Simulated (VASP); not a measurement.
# Au (Fmmm) in VASP: single point with PBEsol

Aim: the single point of Au with PBEsol.

Everything below comes from runs of VASP 6.6.1. Logs are shortened: lines on timing, memory, paths and dates and some standing lists are left out, and cuts for length are marked.

### 1 The cell of the first run

The structure is orthorhombic, space group Fmmm (No. 69). The conventional cell has a = 3.708 Å, b = 4.091 Å, c = 4.474 Å, α = 90.00°, β = 90.00°, γ = 90.00°. Within 3.6 Å of Au (site symmetry mmm) lie 12 Au at 2.76 to 3.03 Å.

### 2 Single point, PBEsol (strain +0.0937 x Voigt [1, -1, 0, 0, 0, 0])

Contents of INCAR:

```
ALGO = Fast
EDIFF = 1E-7
ENCUT = 520
GGA = PS
ISIF = 2
ISMEAR = 0
LASPH = True
LCHARG = False
LREAL = False
LWAVE = False
NBANDS = 12
NELM = 60
PREC = Accurate
SIGMA = 0.15
```

Contents of KPOINTS:

```
k-points
0
Gamma
  20 20 20
```

Contents of POSCAR:

```
Au
1.0
    0.0000000000      1.8538366500      2.0455000000
    2.2371633500      0.0000000000      2.0455000000
    2.2371633500      1.8538366500      0.0000000000
Au
1
Direct
    0.0000000000      0.0000000000      0.0000000000
```

Potentials or basis: VASP PAW PBE potentials, release 64 (Au).

Started as:

```bash
cat potpaw_PBE.64/Au/POTCAR > POTCAR
mpirun -np 1 vasp_std > vasp.out
```

OUTCAR:

```text
EDIFF = 1E-7
   ENCUT = 520
   GGA = PS
   ISIF = 2
   ISMEAR = 0
   LASPH = True
   LREAL = False
   NELM = 60
   PREC = Accurate

 ion  position               nearest neighbor table
   1  0.000  0.000  0.000-

  LATTYP: Found a face centered orthorhombic cell.
 ALAT       =     3.7076733000
 B/A-ratio  =     1.1033873993
 C/A-ratio  =     1.2067747986

  Lattice vectors:

 A1 = (  -2.2371633500,   0.0000000000,  -2.0455000000)
 A2 = (  -2.2371633500,   1.8538366500,   0.0000000000)
 A3 = (   0.0000000000,   1.8538366500,  -2.0455000000)

Analysis of symmetry for initial positions (statically):
=====================================================================
 Subroutine PRICEL returns:
 Original cell was already a primitive cell.

 Routine SETGRP: Setting up the symmetry group for a
 face centered orthorhombic supercell.

 Subroutine GETGRP returns: Found  8 space group operations
 (whereof  8 operations were pure point group operations)
 out of a pool of  8 trial point group operations.

The static configuration has the point symmetry D_2h.

Analysis of symmetry for dynamics (positions and initial velocities):
=====================================================================
 Subroutine PRICEL returns:
 Original cell was already a primitive cell.

 Routine SETGRP: Setting up the symmetry group for a
 face centered orthorhombic supercell.

 Subroutine GETGRP returns: Found  8 space group operations
 (whereof  8 operations were pure point group operations)
 out of a pool of  8 trial point group operations.

The dynamic configuration has the point symmetry D_2h.

 Subroutine INISYM returns: Found  8 space group operations
 (whereof  8 operations are pure point group operations),
 and found     1 'primitive' translations

----------------------------------------------------------------------------------------

                                     Primitive cell

  volume of cell :      16.9667

  direct lattice vectors                    reciprocal lattice vectors
     0.000000000  1.853836650  2.045500000    -0.223497314  0.269710926  0.244439012
     2.237163350  0.000000000  2.045500000     0.223497314 -0.269710926  0.244439012
     2.237163350  1.853836650  0.000000000     0.223497314  0.269710926 -0.244439012

  length of vectors
     2.760576131  3.031331408  2.905444919     0.427136353  0.427136353  0.427136353

  position of ions in fractional coordinates (direct lattice)
     0.000000000  0.000000000  0.000000000

  ion indices of the primitive-cell ions
   primitive index   ion index
                 1           1

----------------------------------------------------------------------------------------

 KPOINTS: k-points

Automatic generation of k-mesh.
 Grid dimensions read from file:
 generate k-points for:   20   20   20

 Generating k-lattice:

  Cartesian coordinates                     Fractional coordinates (reciprocal lattice)
    -0.011174866  0.013485546  0.012221951     0.050000000 -0.000000000 -0.000000000
     0.011174866 -0.013485546  0.012221951     0.000000000  0.050000000  0.000000000
     0.011174866  0.013485546 -0.012221951     0.000000000  0.000000000  0.050000000

  Length of vectors
     0.021356818  0.021356818  0.021356818

  Shift w.r.t. Gamma in fractional coordinates (k-lattice)
     0.000000000  0.000000000  0.000000000

 Subroutine IBZKPT returns following result:
 ===========================================

 Found   1166 irreducible k-points:

 Following reciprocal coordinates:
            Coordinates               Weight
  0.000000  0.000000  0.000000      1.000000
  0.050000  0.000000 -0.000000      8.000000
  0.100000 -0.000000 -0.000000      8.000000
  0.150000 -0.000000 -0.000000      8.000000
  0.200000 -0.000000 -0.000000      8.000000
  0.250000 -0.000000  0.000000      8.000000
[... 16 lines left out ...]
 -0.400000  0.050000  0.000000      8.000000
 -0.350000  0.050000  0.000000      8.000000
 [... further k-points ...]
   k-points           NKPTS =   1166   k-points in BZ     NKDIM =   1166   number of bands    NBANDS=     12
   number of dos      NEDOS =    301   number of ions     NIONS =      1
   total plane-waves  NPLWV =  13824
   dimension x,y,z NGX =    24 NGY =   24 NGZ =   24
   dimension x,y,z NGXF=    48 NGYF=   48 NGZF=   48
   ions per type =               1
   NGX,Y,Z   is equivalent  to a cutoff of  14.45, 13.16, 13.73 a.u.
   NGXF,Y,Z  is equivalent  to a cutoff of  28.91, 26.32, 27.47 a.u.
 SYSTEM =  unknown system
   PREC   = accura    normal or accurate (medium, high low for compatibility)
   ISTART =      0    job   : 0-new  1-cont  2-samecut
   ICHARG =      2    charge: 1-file 2-atom 10-const
   ISPIN  =      1    spin polarized calculation?
   LNONCOLLINEAR =      F non collinear calculations
   LSORBIT =      F    spin-orbit coupling
   LASPH  =      T    aspherical Exc in radial PAW
   ENCUT  =  520.0 eV  38.22 Ry    6.18 a.u.   5.13  5.64  5.40*2*pi/ulx,y,z
   NELM   =     60;   NELMIN=  2; NELMDL= -5     # of ELM steps
   EDIFF  = 0.1E-06   stopping-criterion for ELM
   LREAL  =      F    real-space projection
   EDIFFG = 0.1E-05   stopping-criterion for IOM
   NSW    =      0    number of steps for IOM
   IBRION =     -1    ionic relax: 0-MD 1-quasi-New 2-CG
   NFREE  =      0    steps in history (QN), initial steepest desc. (CG)
   ISIF   =      2    stress and relaxation
   ISYM   =      2    0-nonsym 1-usesym 2-fastsym
   POTIM  = 0.5000    time-step for ionic-motion
   TEBEG  =    0.0;   TEEND  =   0.0 temperature during run
   PSTRESS=    0.0 pullay stress
   NELECT =      11.0000    total number of electrons
   NUPDOWN=      -1.0000    fix difference up-down
   EMIN   =  10.00;   EMAX   =-10.00  energy-range for DOS
   EFERMI =   0.00;   METHOD = LEGACY
   ISMEAR =     0;   SIGMA  =   0.15  broadening in eV -4-tet -1-fermi 0-gaus
   EFERMI_NEDOS =   21; number of points for ismear=-14 and -15
   IALGO  =     68    algorithm
   IMIX   =      4    mixing-type and parameters
     AMIX     =   0.40;   BMIX     =  1.00
     AMIX_MAG =   1.60;   BMIX_MAG =  1.00
  volume/ion in A,a.u.               =      16.97       114.50
  Fermi-wavevector in a.u.,A,eV,Ry     =   1.416901  2.677555 27.315172  2.007609
  Thomas-Fermi vector in A             =   2.538187
   LORBIT       =      0    0 simple, 1 ext, 2 COOP (PROOUT), +10 PAW based schemes
   GGA     = PS    functional components
   LHFCALC =     F    Hartree Fock is set to
   AEXX    =    0.0000 exact exchange contribution
   IVDW    =     0    specifies the selected vdW correction
   LEPSILON=     F    determine dielectric tensor
   LRPA    =     F    only Hartree local field effects (RPA)
 non-spin polarized calculation
 RMM-DIIS sequential band-by-band and
 Gauss-broadening in eV      SIGMA  =   0.15
  energy-cutoff  :      520.00
  volume of cell :       16.97
 maximum number of plane-waves:       472
 NGX is ok and might be reduce to    24
   NGX = 11   NGY = 11   NGZ = 11

 number of electron      10.9999999 magnetization

 Free energy of the ion-electron system (eV)
  ---------------------------------------------------
  ext. energy  EPLUGINS =         0.00000000
  ---------------------------------------------------
  free energy    TOTEN  =        -3.89838256 eV

  energy without entropy =       -3.89550053  energy(sigma->0) =       -3.89694155

 E-fermi :   9.3097     XC(G=0): -12.9079

 val. band max:        9.2857254825   @ k =  -0.4000   0.0000   0.1500
 cond. band min:       9.3133425311   @ k =   0.2000  -0.4500   0.1500
 fundamental gap:      0.0276170486
 Fermi energy:         9.3097284874

 k-point     1 :       0.0000    0.0000    0.0000
  band No.  band energies     occupation
      1      -0.6106      2.00000
      2       3.8661      2.00000
      3       4.8348      2.00000
      4       5.2905      2.00000
      5       5.5080      2.00000
      6       6.8213      2.00000
      7      24.2583      0.00000
      8      26.3088      0.00000
      9      27.7110      0.00000
     10      29.7467      0.00000
     11      33.1835      0.00000
     12      34.8049      0.00000

 k-point     2 :       0.0500    0.0000   -0.0000
  band No.  band energies     occupation
      1      -0.5215      2.00000
      2       3.8908      2.00000
      3       4.8390      2.00000
      4       5.2956      2.00000
      5       5.5022      2.00000
      6       6.7938      2.00000
      7      24.3530      0.00000
      8      26.3026      0.00000
      9      27.5948      0.00000
     10      29.4064      0.00000
     11      33.4836      0.00000
     12      34.0887      0.00000

 k-point     3 :       0.1000   -0.0000   -0.0000
  band No.  band energies     occupation
      1      -0.2601      2.00000
      2       3.9558      2.00000
      3       4.8239      2.00000
      4       5.3344      2.00000
      5       5.5044      2.00000
      6       6.7194      2.00000
      7      24.5707      0.00000
      8      25.9001      0.00000
      9      27.4083      0.00000
     10      29.2328      0.00000
     11      32.0053      0.00000
     12      34.9389      0.00000
[... 286 lines left out ...]
 k-point    23 :      -0.4000    0.0500    0.0000
  band No.  band energies     occupation
      1       2.0617      2.00000
      2       3.9994      2.00000
      3       5.3847      2.00000
      4       6.4794      2.00000
      5       7.1335      2.00000
      6       7.9016      2.00000
      7      14.2943      0.00000
      8      22.7204      0.00000
      9      25.4125      0.00000
     10      29.2927      0.00000
     11      31.6719      0.00000
     12      34.6514      0.00000

 k-point    24 :      -0.3500    0.0500    0.0000
  band No.  band energies     occupation
      1       2.0107      2.00000
      2       4.0725      2.00000
      3       5.4636      2.00000
      4       5.7799      2.00000
      5       6.7692      2.00000
      6       7.3905      2.00000
      7      16.0779      0.00000
      8      23.1877      0.00000
      9      25.9335      0.00000
     10      29.9338      0.00000
     11      31.1533      0.00000
     12      34.0826      0.00000

 [... further k-points ...]
[... 5 lines left out ...]
  --------------------------------------------------------------------------------------
  -------------------------------------------------------------------------------------
  Total       -0.3194710      0.3312592      0.4417895      0.0000000     -0.0000000      0.0000000
  in kB      -30.1677777     31.2809482     41.7183656      0.0000000     -0.0000000      0.0000000
  external PRESSURE =      14.2771787 kB  Pullay stress =       0.0000000 kB

 VOLUME and BASIS-vectors are now :
 -----------------------------------------------------------------------------
  energy-cutoff  :      520.00
  volume of cell :       16.97
      direct lattice vectors                 reciprocal lattice vectors
     0.000000000  1.853836650  2.045500000    -0.223497314  0.269710926  0.244439012
     2.237163350  0.000000000  2.045500000     0.223497314 -0.269710926  0.244439012
     2.237163350  1.853836650  0.000000000     0.223497314  0.269710926 -0.244439012

 POSITION                                       TOTAL-FORCE (eV/Angst)
 -----------------------------------------------------------------------------------
      0.00000      0.00000      0.00000         0.000000     -0.000000      0.000000
 -----------------------------------------------------------------------------------
    total drift:                               -0.000000      0.000000     -0.000000

  FREE ENERGIE OF THE ION-ELECTRON SYSTEM (eV)
  ---------------------------------------------------
  free  energy   TOTEN  =        -3.8983825601 eV

  energy  without entropy=       -3.8955005332  energy(sigma->0) =       -3.89694155
```

Wall time 1.7 min (1 thread of Intel Xeon Platinum 8488C (Sapphire Rapids), shared host); peak memory 0.33 GiB.

What came out:

* Free energy: -3.8984 eV
* Pressure: 1.4 GPa

Caveat: the cell differs from its parent crystal (strain +0.0937 x Voigt [1, -1, 0, 0, 0, 0]); the PAW data sets were made with another functional, which shifts forces and pressure a little; spin-orbit coupling is left out, which moves the levels of the heavy elements.
